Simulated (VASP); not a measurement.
Set up this calculation in VASP 6.6.1, as the native input.

| Property | Result |
| --- | --- |
| Task | relaxation of cell and atoms |
| Functional | PBE |
| Potentials or basis | VASP PAW PBE potentials, release 64 (Zn, S) |
| Cutoff | 600 eV |
| k mesh | 10 × 10 × 10 |
| Occupations | gaussian, width 0.02 eV |
| Spin | no spin polarisation |
| Dipole correction | no |
| Further INCAR settings | ALGO = Normal; EDIFF = 1e-07; IBRION = 2; EDIFFG = -0.01; NSW = 80; ISIF = 3 |

The structure of ZnS lies in POSCAR:

```
ZnS
1.0
    0.0000000000      2.7020000000      2.7020000000
    2.7020000000      0.0000000000      2.7020000000
    2.7020000000      2.7020000000      0.0000000000
Zn S
1 1
Direct
    0.2500000000      0.2500000000      0.2500000000
    0.0000000000      0.0000000000      0.0000000000
```

These files were run (other wordings do the same):

INCAR

```
SYSTEM = ZnS
PREC = Accurate ; ENCUT = 600
EDIFF = 1E-7 ; ISMEAR = 0
SIGMA = 0.02 ; LREAL = .FALSE.
LASPH = .TRUE. ; NELM = 100
ALGO = Normal ; ISIF = 3
LWAVE = .FALSE. ; LCHARG = .FALSE.
GGA = PE ; IBRION = 2
NSW = 80 ; EDIFFG = -0.01
```

KPOINTS

```
regular mesh
0
G
  10 10 10
  0 0 0
```

Potentials or basis: VASP PAW PBE potentials, release 64 (Zn, S).

Launch:

```sh
$ cat potpaw_PBE.64/Zn/POTCAR potpaw_PBE.64/S/POTCAR > POTCAR
$ mpirun -np 1 vasp_std > vasp.out
```

It gave:

| Item | Value |
| --- | --- |
| Relaxed volume | 20.20 Å³/atom |
| Relaxed cell | a = 3.852 Å, b = 3.852 Å, c = 3.852 Å, α = 60.00°, β = 60.00°, γ = 60.00° |
| Space group after relaxing (to 0.05 Å) | F-43m (No. 216) |
| Energy gained by relaxing | 2.6 meV/atom |
| Ionic steps | 3 |
| Pressure after relaxing | 0.0 GPa |
| Band gap on the k mesh | 2.01 eV, direct |

Run time: 48 s on 1 thread of Intel(R) Xeon(R) Platinum 8259CL CPU @ 2.50GHz (Skylake/Cascade Lake) (shared host), peak memory 0.2 GiB.
